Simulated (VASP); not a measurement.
System: InO, a slab with vacuum.

```
In O
1.0
     3.45361    0.00000    0.00000
    -1.72681    2.99092    0.00000
     0.00000    0.00000   15.87710
In O
2 2
Direct
  0.66667 0.33333 0.59002
  0.66667 0.33333 0.40998
  0.00000 0.00000 0.63987
  0.00000 0.00000 0.36013
```

Base run:

| Quantity | Value |
| --- | --- |
| Program | VASP 6.6.1 |
| Functional | r2SCAN |
| Potentials or basis | VASP PAW PBE potentials, release 64 (In_d, O) |
| Cutoff | 660 eV |
| k mesh | 6 × 6 × 1 |
| Occupations | gaussian, width 0.01 eV |
| Spin | no spin polarisation |

Its results: band gap on the k mesh 0.71 eV (least direct gap 1.44 eV); largest force 0.346 eV/Å.

Q: The run is repeated on the same cell with these changes: functional from r2SCAN to PBE; cutoff from 660 eV to 600 eV. What comes out?

A: Band gap on the k mesh 0.36 eV (least direct gap 1.09 eV); largest force 0.012 eV/Å.

Caveats: there is no dipole correction, which matters where the two faces differ; spin-orbit coupling is left out, which moves the levels of the heavy elements; the PAW data sets were made with another functional, which shifts forces and pressure a little (at least some runs).

A k mesh can miss the band edges.
